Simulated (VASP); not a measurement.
Input of a VASP 6.6.1 run:

File INCAR:

```
ALGO = Normal ; EDIFF = 1E-6
ENCUT = 520 ; GGA = PE
ISIF = 2 ; ISMEAR = 0
LASPH = True ; LCHARG = False
LREAL = False ; LWAVE = False
NBANDS = 26 ; NELM = 100
PREC = Accurate ; SIGMA = 0.1
```

KPOINTS

```
k-points
0
Gamma
  6 6 6
```

POSCAR

```
NbP
1.0
   -1.6625000000      1.6625000000      5.6900000000
    1.6625000000     -1.6625000000      5.6900000000
    1.6625000000      1.6625000000     -5.6900000000
Nb P
2 2
Direct
    0.0000000000      0.0000000000      0.0000000000
    0.7500000000      0.2500000000      0.5000000000
    0.5000000000      0.5000000000      0.0000000000
    0.2500000000      0.7500000000      0.5000000000
```

Potentials or basis: VASP PAW PBE potentials, release 64 (Nb_sv, P).

Launch:

```console
$ cat potpaw_PBE.64/Nb_sv/POTCAR potpaw_PBE.64/P/POTCAR > POTCAR
$ mpirun -np 1 vasp_std > vasp.out
```

**Question.** Predict the pressure.

**Answer.** 18.7 GPa.

**Question.** Estimate the band gap on the k mesh.

**Answer.** Zero (band 18 reaches 11.84 eV, above the bottom of band 19 at 10.57 eV).

Stress tensor (GPa, compression positive):
```
 33.20   0.00   0.00
  0.00  33.20   0.00
  0.00   0.00 -10.26
```

Caveat: the k points lie up to 0.45 Å⁻¹ apart.
